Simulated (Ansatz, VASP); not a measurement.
**One calculation of GaN, two programs**

Contents of INCAR:

```
SYSTEM = GaN
PREC = Accurate
ENCUT = 520
EDIFF = 1E-6
ISMEAR = 0
SIGMA = 0.02
LREAL = .False.
LASPH = .True.
NELM = 80
ALGO = Normal
ISIF = 2
LWAVE = .False.
LCHARG = .False.
GGA = PE
NBANDS = 26
```

The input KPOINTS:

```
Automatic mesh
0
Gamma
  12 12 6
  0 0 0
```

The input POSCAR:

```
GaN
1.0
    3.2184289138      0.0000000000      0.0000000000
   -1.6092144569      2.7872411996      0.0000000000
    0.0000000000      0.0000000000      5.2430304940
Ga N
2 2
Direct
    0.3333333333      0.6666666667     -0.0008683119
    0.6666666667      0.3333333333      0.4991316881
    0.3333333333      0.6666666667      0.3758683119
    0.6666666667      0.3333333333      0.8758683119
```

Input for Ansatz:

```yaml
crystal:
  lattice:
    - [3.218428925, 0.0, 0.0]
    - [-1.6092144625, 2.7872412093, 0.0]
    - [0.0, 0.0, 5.2430304918]
  atoms:
    - { symbol: Ga, position: [0.3333333333, 0.6666666667, -0.0008683122] }
    - { symbol: Ga, position: [0.6666666667, 0.3333333333, 0.4991316878] }
    - { symbol: "N", position: [0.3333333333, 0.6666666667, 0.3758683122] }
    - { symbol: "N", position: [0.6666666667, 0.3333333333, 0.8758683122] }
basis:
  ecutwfc: 420
kpoints:
  mp_grid: { grid: [12, 12, 6] }
  band_path:
    path:
      - [[0.0, 0.0, 0.0], [0.5, 0.0, 0.0], [0.33333333, 0.33333333, 0.0], [0.0, 0.0, 0.0], [0.0, 0.0, 0.5], [0.5, 0.0, 0.5], [0.33333333, 0.33333333, 0.5], [0.0, 0.0, 0.5]]
      - [[0.5, 0.0, 0.5], [0.5, 0.0, 0.0]]
      - [[0.33333333, 0.33333333, 0.5], [0.33333333, 0.33333333, 0.0]]
    npoints: 14
hamiltonian:
  xc: pbe
scf:
  occupations: { method: gaussian, width: 0.02 }
  n_extra_bands: 10
output:
  forces: true
  stress: true
  eigenvalues: true
  populations: true
  dos: { projected: true, de: 0.02, nscf_kmesh: { grid: [18, 18, 9] } }
  bader: true
  write_density: true
  write_potential: true
  elf: true
  volumetric_format: npy
```

Alike in both runs: task single point; functional PBE; k mesh 12 × 12 × 6; occupations gaussian, width 0.02 eV; no spin polarisation.

```csv
,VASP,Ansatz
version,VASP 6.6.1,Ansatz 0.2.0
potentials or method,"VASP PAW PBE potentials, release 64 (Ga_d, N), cutoff 520 eV","scalar-relativistic, plane waves, PAW"
valence electrons in the cell,36,36
```

|  | VASP | Ansatz | Ansatz less VASP |
| --- | --- | --- | --- |
| gap on the k mesh at the Fermi level (eV) | 1.72 | 1.71 | -0.006 |
| least direct gap on the mesh (eV) | 1.72 | 1.71 | -0.006 |
| pressure (GPa) | 0.1 | 0.0 | -0.12 |
